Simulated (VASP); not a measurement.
Input of a VASP 6.6.1 run:

File INCAR:

```
SYSTEM = Y
ALGO = Normal
EDIFF = 1E-6
ENCUT = 520
GGA = PS
ISIF = 2
ISMEAR = -1
LASPH = .TRUE.
LCHARG = .TRUE.
LELF = .TRUE.
LREAL = .FALSE.
LVHAR = .TRUE.
LWAVE = .FALSE.
NBANDS = 12
NELM = 100
PREC = Accurate
SIGMA = 0.15
```

Contents of KPOINTS:

```
k-points
0
G
  8 8 8
  0 0 0
```

File POSCAR:

```
Y
1.0
    3.5143210000      0.0000000000      0.0000000000
    1.7571605000      3.0434912631      0.0000000000
    1.7571605000      1.0144970877      2.8694310808
Y
1
Direct
    0.0000000000      0.0000000000      0.0000000000
```

Potentials or basis: VASP PAW PBE potentials, release 64 (Y_sv).

Command:

```console
$ cat potpaw_PBE.64/Y_sv/POTCAR > POTCAR
$ mpirun -np 1 vasp_std > vasp.out
```

(1) What does it give for the pressure?

Answers

(1) 0.4 GPa.

Caveat: the PAW data sets were made with another functional, which shifts forces and pressure a little.
